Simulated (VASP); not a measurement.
# KBr (P-3m1) in VASP: single point with PBEsol

Aim: the single point of KBr with PBEsol.

All numbers are computed with VASP 6.6.1; they aren't measurements. Logs are shortened: lines on timing, memory, paths and dates and some standing lists are left out, and cuts for length are marked.

## 1. The cell of the first run

It takes space group P-3m1 (No. 164, trigonal). The conventional cell has a = 4.572 Å, b = 4.572 Å, c = 19.472 Å, α = 90.00°, β = 90.00°, γ = 120.00°. Within 4.3 Å of K (site symmetry 3m) lie 6 Br at 3.30 to 3.31 Å. Within 4.3 Å of K (site symmetry 3m) lie 6 Br at 3.26 to 3.27 Å. Within 4.3 Å of K (site symmetry -3m) lie 6 Br at 3.26 Å. Within 4.3 Å of Br (site symmetry 3m) lie 6 K at 3.27 to 3.30 Å and 1 Br at 3.98 Å. Within 4.3 Å of Br (site symmetry 3m) lie 6 K at 3.26 Å. Br (site symmetry -3m) has 6 K at 3.31 Å and 8 Br at 3.98 to 4.57 Å within 4.6 Å.

## 2. Single point, PBEsol

The input, INCAR:

```
SYSTEM = KBr
PREC = Accurate ; ENCUT = 520
EDIFF = 1E-7 ; ISMEAR = 0
SIGMA = 0.02 ; LREAL = .FALSE.
LASPH = .TRUE. ; NELM = 60
ALGO = Normal ; ISIF = 2
LWAVE = .FALSE. ; LCHARG = .TRUE.
GGA = PS ; LELF = .TRUE.
LVHAR = .TRUE. ; NBANDS = 51
```

The input, KPOINTS:

```
regular mesh
0
G
  6 6 2
  0 0 0
```

The input, POSCAR:

```
KBr
1.0
    4.5722730812      0.0000000000      0.0000000000
   -2.2861365406      3.9597046414      0.0000000000
    0.0000000000      0.0000000000     19.4720103323
K Br
5 5
Direct
    0.0000000000      0.0000000000      0.0023841550
    0.3333333333      0.6666666667      0.2031898784
    0.6666666667      0.3333333333      0.4000000000
    0.0000000000      0.0000000000      0.5968101216
    0.3333333333      0.6666666667      0.7976158450
    0.6666666667      0.3333333333      0.1044749464
    0.0000000000      0.0000000000      0.3016042673
    0.3333333333      0.6666666667      0.4983957327
    0.6666666667      0.3333333333      0.6955250536
    0.6666666667      0.3333333333      0.9000000000
```

Potentials or basis: VASP PAW PBE potentials, release 64 (K_sv, Br).

Launch:

```bash
$ cat potpaw_PBE.64/K_sv/POTCAR potpaw_PBE.64/Br/POTCAR > POTCAR
$ mpirun -np 1 vasp_std > vasp.out
```

OUTCAR:

```text
SYSTEM = KBr
   PREC = Accurate
   ENCUT = 520
   EDIFF = 1E-7
   ISMEAR = 0
   LREAL = .FALSE.
   LASPH = .TRUE.
   NELM = 60
   ISIF = 2
   GGA = PS

 ion  position               nearest neighbor table
   1  0.000  0.000  0.002-
   2  0.333  0.667  0.203-   7 3.26   7 3.26   7 3.26   6 3.27   6 3.27   6 3.27
   3  0.667  0.333  0.400-   8 3.26   7 3.26   8 3.26   7 3.26   7 3.26   8 3.26
   4  0.000  0.000  0.597-   8 3.26   8 3.26   8 3.26   9 3.27   9 3.27   9 3.27
   5  0.333  0.667  0.798-
   6  0.667  0.333  0.104-   2 3.27   2 3.27   2 3.27
   7  0.000  0.000  0.302-   3 3.26   3 3.26   3 3.26   2 3.26   2 3.26   2 3.26
   8  0.333  0.667  0.498-   3 3.26   3 3.26   3 3.26   4 3.26   4 3.26   4 3.26
   9  0.667  0.333  0.696-   4 3.27   4 3.27   4 3.27
  10  0.667  0.333  0.900-

  LATTYP: Found a hexagonal cell.
 ALAT       =     4.5722730812
 C/A-ratio  =     4.2587155199

  Lattice vectors:

 A1 = (   4.5722730812,   0.0000000000,   0.0000000000)
 A2 = (  -2.2861365406,   3.9597046414,   0.0000000000)
 A3 = (   0.0000000000,   0.0000000000,  19.4720103323)

Analysis of symmetry for initial positions (statically):
=====================================================================
 Subroutine PRICEL returns:
 Original cell was already a primitive cell.

 Routine SETGRP: Setting up the symmetry group for a
 hexagonal supercell.

 Subroutine GETGRP returns: Found 12 space group operations
 (whereof  6 operations were pure point group operations)
 out of a pool of 24 trial point group operations.

The static configuration has the point symmetry C_3v.
 The point group associated with its full space group is D_3d.

Analysis of symmetry for dynamics (positions and initial velocities):
=====================================================================
 Subroutine PRICEL returns:
 Original cell was already a primitive cell.

 Routine SETGRP: Setting up the symmetry group for a
 hexagonal supercell.

 Subroutine GETGRP returns: Found 12 space group operations
 (whereof  6 operations were pure point group operations)
 out of a pool of 24 trial point group operations.

The dynamic configuration has the point symmetry C_3v.
 The point group associated with its full space group is D_3d.

 Subroutine INISYM returns: Found 12 space group operations
 (whereof  6 operations are pure point group operations),
[... 106 lines left out ...]
   NFREE  =      0    steps in history (QN), initial steepest desc. (CG)
   ISIF   =      2    stress and relaxation
   ISYM   =      2    0-nonsym 1-usesym 2-fastsym
   POTIM  = 0.5000    time-step for ionic-motion
   TEBEG  =    0.0;   TEEND  =   0.0 temperature during run
   PSTRESS=    0.0 pullay stress
   NELECT =      80.0000    total number of electrons
   NUPDOWN=      -1.0000    fix difference up-down
   EMIN   =  10.00;   EMAX   =-10.00  energy-range for DOS
   EFERMI =   0.00;   METHOD = LEGACY
   ISMEAR =     0;   SIGMA  =   0.02  broadening in eV -4-tet -1-fermi 0-gaus
   EFERMI_NEDOS =   21; number of points for ismear=-14 and -15
   IALGO  =     38    algorithm
   IMIX   =      4    mixing-type and parameters
     AMIX     =   0.40;   BMIX     =  1.00
     AMIX_MAG =   1.60;   BMIX_MAG =  1.00
  volume/ion in A,a.u.               =      35.25       237.90
  Fermi-wavevector in a.u.,A,eV,Ry     =   0.998549  1.886985 13.566383  0.997101
  Thomas-Fermi vector in A             =   2.130780
   LORBIT       =      0    0 simple, 1 ext, 2 COOP (PROOUT), +10 PAW based schemes
   GGA     = PS    functional components
   LHFCALC =     F    Hartree Fock is set to
   AEXX    =    0.0000 exact exchange contribution
   IVDW    =     0    specifies the selected vdW correction
   LEPSILON=     F    determine dielectric tensor
   LRPA    =     F    only Hartree local field effects (RPA)
 non-spin polarized calculation
 Gauss-broadening in eV      SIGMA  =   0.02
  energy-cutoff  :      520.00
  volume of cell :      352.54
 maximum number of plane-waves:      9583
 NGX is ok and might be reduce to    36
   NGX = 17   NGY = 17   NGZ = 73

 number of electron      80.0000003 magnetization

 Free energy of the ion-electron system (eV)
  ---------------------------------------------------
  ext. energy  EPLUGINS =         0.00000000
  ---------------------------------------------------
  free energy    TOTEN  =       -32.17540369 eV

  energy without entropy =      -32.17540369  energy(sigma->0) =      -32.17540369

 E-fermi :  -1.4416     XC(G=0):  -7.6102

 val. band max:       -1.6026512459   @ k =   0.0000   0.0000   0.0000
 cond. band min:       2.5523566684   @ k =   0.0000   0.0000   0.0000
 fundamental gap:      4.1550079142
 Fermi energy:        -1.4416393092

 k-point     1 :       0.0000    0.0000    0.0000
  band No.  band energies     occupation
      1     -29.4609      2.00000
      2     -29.4587      2.00000
      3     -29.2378      2.00000
      4     -29.2370      2.00000
      5     -29.2308      2.00000
      6     -14.2154      2.00000
[... 745 lines left out ...]
     50       6.6949      0.00000
     51       6.7784      0.00000

------------------------ aborting loop because EDIFF is reached ----------------------------------------

  FORCE on cell =-STRESS in cart. coord.  units (eV):
  Direction    XX          YY          ZZ          XY          YZ          ZX
  --------------------------------------------------------------------------------------
  -------------------------------------------------------------------------------------
  Total        0.0994723      0.0994723      0.1270225     -0.0000000     -0.0000000      0.0000000
  in kB        0.4520715      0.4520715      0.5772785     -0.0000000     -0.0000000      0.0000000
  external PRESSURE =       0.4938072 kB  Pullay stress =       0.0000000 kB

 VOLUME and BASIS-vectors are now :
 -----------------------------------------------------------------------------
  energy-cutoff  :      520.00
  volume of cell :      352.54
      direct lattice vectors                 reciprocal lattice vectors
     4.572273081  0.000000000  0.000000000     0.218709596  0.126272044  0.000000000
    -2.286136541  3.959704641  0.000000000     0.000000000  0.252544089  0.000000000
     0.000000000  0.000000000 19.472010332     0.000000000  0.000000000  0.051355766

 POSITION                                       TOTAL-FORCE (eV/Angst)
 -----------------------------------------------------------------------------------
      0.00000      0.00000      0.04642        -0.000000     -0.000000     -0.000856
     -0.00000      2.63980      3.95652         0.000000     -0.000000     -0.001149
      2.28614      1.31990      7.78880        -0.000000      0.000000     -0.000000
      0.00000      0.00000     11.62109        -0.000000      0.000000      0.001149
     -0.00000      2.63980     15.53118         0.000000      0.000000      0.000856
      2.28614      1.31990      2.03434        -0.000000     -0.000000     -0.000405
      0.00000      0.00000      5.87284         0.000000     -0.000000     -0.000372
     -0.00000      2.63980      9.70477        -0.000000      0.000000      0.000372
      2.28614      1.31990     13.54327         0.000000      0.000000      0.000405
      2.28614      1.31990     17.52481        -0.000000      0.000000      0.000000
 -----------------------------------------------------------------------------------
    total drift:                               -0.000000      0.000000     -0.000000

  FREE ENERGIE OF THE ION-ELECTRON SYSTEM (eV)
  ---------------------------------------------------
  free  energy   TOTEN  =       -32.1754036903 eV

  energy  without entropy=      -32.1754036903  energy(sigma->0) =      -32.17540369
```

Run time: 10 min. Hardware: 1 thread of Intel Xeon 8259CL, shared host; peak memory 0.56 GiB.

What came out:

* Free energy: -32.1754 eV
* Pressure: 0.0 GPa
* Band gap on the k mesh: 4.16 eV

Caveat: the PAW data sets were made with another functional, which shifts forces and pressure a little.
